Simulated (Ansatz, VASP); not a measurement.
**AgBr: VASP beside Ansatz**

The input INCAR:

```
ALGO = Normal
EDIFF = 1E-6
ENCUT = 500
GGA = PE
GGA_COMPAT = False
ISIF = 2
ISMEAR = -1
LASPH = True
LCHARG = False
LREAL = False
LWAVE = False
NBANDS = 16
NELM = 120
PREC = Accurate
SIGMA = 0.03
```

KPOINTS

```
k-points
0
Gamma
  9 9 9
```

File POSCAR:

```
AgBr
1.0
    0.0000000000      2.8701500000      2.8701500000
    2.8701500000      0.0000000000      2.8701500000
    2.8701500000      2.8701500000      0.0000000000
Ag Br
1 1
Direct
    0.0000000000      0.0000000000      0.0000000000
    0.5000000000      0.5000000000      0.5000000000
```

Input for Ansatz:

```yaml
crystal:
  lattice:
    - [0.0, 2.87015, 2.87015]
    - [2.87015, 0.0, 2.87015]
    - [2.87015, 2.87015, 0.0]
  atoms:
    - { symbol: Ag, position: [0.0, 0.0, 0.0] }
    - { symbol: Br, position: [0.5, 0.5, 0.5] }
kpoints:
  mp_grid: { grid: [9, 9, 9] }
  band_path:
    path:
      - [0.0, 0.0, 0.0]
      - [0.5, 0.0, 0.5]
      - [0.625, 0.25, 0.625]
      - [0.375, 0.375, 0.75]
      - [0.0, 0.0, 0.0]
      - [0.5, 0.5, 0.5]
      - [0.5, 0.25, 0.75]
      - [0.5, 0.0, 0.5]
    npoints: 14
scf:
  occupations: { method: fermi_dirac, width: 0.03 }
hamiltonian:
  xc: pbe
  pseudopotentials: { kind: all_electron, lapw: { basis_error: 0.001 } }
output:
  forces: true
  stress: true
  eigenvalues: true
  populations: true
```

Alike in both runs: task single point; functional PBE; k mesh 9 × 9 × 9; occupations fermi-dirac, width 0.03 eV; no spin polarisation.

|  | VASP | Ansatz |
| --- | --- | --- |
| version | VASP 6.6.1 | Ansatz 0.2.0 |
| potentials or method | VASP PAW PBE potentials, release 64 (Ag, Br), cutoff 500 eV | all-electron LAPW, scalar-relativistic |

```tsv
	VASP	Ansatz	Ansatz less VASP
pressure (GPa)	2.3	2.3	+0.04
```

Ansatz ran all-electron here, and VASP with PAW potentials.
